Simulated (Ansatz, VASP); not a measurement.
**SiO2 in VASP and in Ansatz**

```
CELL_PARAMETERS angstrom
-2.38194 2.38194 3.75644
2.38194 -2.38194 3.75644
2.38194 2.38194 -3.75644
ATOMIC_POSITIONS crystal
Si 0.00000 0.00000 0.00000
Si 0.75000 0.25000 0.50000
O 0.99838 0.62500 0.87338
O 0.37500 0.24838 0.37338
O 0.75162 0.12500 0.12662
O 0.87500 0.00162 0.62662
```

Change from the starting cell: volume scaled by 1.01.

Alike in both runs: task single point; functional PBE; k mesh 7 × 7 × 7; occupations fermi-dirac, width 0.03 eV; no spin polarisation.

|  | VASP | Ansatz |
| --- | --- | --- |
| version | VASP 6.6.1 | Ansatz 0.2.0 |
| potentials or method | VASP PAW PBE potentials, release 64 (Si, O), cutoff 520 eV | all-electron LAPW, scalar-relativistic |

Ansatz gave:

```
gap on the k mesh at the Fermi level (eV)                     : 5.98
pressure (GPa)                                                : 1.8
traceless stress, the component that is largest in VASP (GPa) : -1.35
```

What did VASP give for the same quantities?

gap on the k mesh at the Fermi level (eV): 5.97; pressure (GPa): 2.0; traceless stress, the component that is largest in VASP (GPa): -1.29.

Ansatz ran all-electron here, and VASP with PAW potentials.
